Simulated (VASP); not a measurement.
## In: single point with PBEsol

System: In, a slab with vacuum.

```xyz
4
Lattice="3.3393 0.0000 0.0000 -1.6696 2.8919 0.0000 0.0000 0.0000 23.2075" Properties=species:S:1:pos:R:3 pbc="T T T"
In    1.6696    0.9640    7.5000
In    0.0000    1.9279   10.2416
In    1.6696    0.9640   12.9659
In    0.0000    1.9279   15.7075
```

```
Program             : VASP 6.6.1
Task                : single point
Functional          : PBEsol
Potentials or basis : VASP PAW PBE potentials, release 64 (In_d)
Cutoff              : 520 eV
k mesh              : 9 × 9 × 1
Occupations         : fermi-dirac, width 0.05 eV
Spin                : no spin polarisation
```

```
Largest force          : 0.103 eV/Å
Band gap on the k mesh : zero (bands 26 and 27 overlap by 1.99 eV)
```

Forces in eV/Å, atoms in the order of the input:
```
In   0.000  0.000  0.077
In   0.000  0.000  0.103
In   0.000  0.000 -0.103
In   0.000  0.000 -0.077
```

Levels at points of the mesh, in eV from the Fermi level:
```
           k point  band 22  band 23  band 24  band 25  band 26  band 27  band 28  band 29  band 30  band 31
(0.00, 0.00, 0.00)    -8.48    -7.16    -5.45    -2.51    -0.18     2.23     3.62     3.79     5.40     5.68
```

It took 3 min on 1 thread of Intel(R) Xeon(R) Platinum 8259CL CPU @ 2.50GHz (Skylake/Cascade Lake) (shared host), peak memory 0.38 GiB.

Caveat: there is no dipole correction, which matters where the two faces differ; the PAW data sets were made with another functional, which shifts forces and pressure a little; spin-orbit coupling is left out, which moves the levels of the heavy elements.
